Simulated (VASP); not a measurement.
Wanted: the native input for a VASP 6.6.1 run.

| Property | Result |
| --- | --- |
| Task | single point |
| Functional | PBE |
| Potentials or basis | VASP PAW PBE potentials, release 64 (Mo_sv, H) |
| Cutoff | 520 eV |
| k mesh | 4 × 4 × 1 |
| Occupations | gaussian, width 0.1 eV |
| Spin | no spin polarisation |
| Dipole correction | yes |
| Further INCAR settings | LREAL = Auto; ALGO = Fast; EDIFF = 1e-07; NBANDS = 126 |

The structure of Mo16H lies in POSCAR:

```
Mo16H
1.0
    6.3209357483      0.0000000000      0.0000000000
    0.0000000000      6.3209357483      0.0000000000
    0.0000000000      0.0000000000     20.0883894453
Mo H
16 1
Direct
    0.2500000000      0.2500000000      0.1991199947
    0.2500000000      0.7500000000      0.1991199947
    0.7500000000      0.2500000000      0.1991199947
    0.7500000000      0.7500000000      0.1991199947
    0.0000000000      0.0000000000      0.2777840379
    0.0000000000      0.5000000000      0.2777840379
    0.5000000000      0.0000000000      0.2777840379
    0.5000000000      0.5000000000      0.2777840379
    0.2500000000      0.2500000000      0.3589730499
    0.2500000000      0.7500000000      0.3589730499
    0.7500000000      0.2500000000      0.3589730499
    0.7500000000      0.7500000000      0.3589730499
    0.0000000000      0.0000000000      0.4275300152
    0.0000000000      0.5000000000      0.4275300152
    0.5000000000      0.0000000000      0.4275300152
    0.5000000000      0.5000000000      0.4275300152
    0.0625000000      0.1250000000      0.5044770691
```

One way to write it, as run:

INCAR

```
SYSTEM = Mo16H
PREC = Accurate
ENCUT = 520
EDIFF = 1E-7
ISMEAR = 0
SIGMA = 0.1
LREAL = Auto
LASPH = .True.
NELM = 60
ALGO = Fast
ISIF = 2
LWAVE = .False.
LCHARG = .True.
LDIPOL = .True.
IDIPOL = 3
DIPOL = 0.5 0.5 0.327
GGA = PE
LELF = .True.
LVHAR = .True.
LVACPOTAV = .True.
NBANDS = 126
```

KPOINTS

```
Automatic mesh
0
Gamma
  4 4 1
  0 0 0
```

Potentials or basis: VASP PAW PBE potentials, release 64 (Mo_sv, H).

The run is started by

```sh
$ cat potpaw_PBE.64/Mo_sv/POTCAR potpaw_PBE.64/H/POTCAR > POTCAR
$ mpirun -np 1 vasp_std > vasp.out
```

It gave:

```yaml
Largest_force: 1.956 eV/Å
Band_gap_on_the_k_mesh: zero (an odd number of electrons rules out a gap without spin polarisation)
```

It took 63 min on 1 thread of Oxide Virtual Turin-like Processor, on a shared host, peak memory 1 GiB.
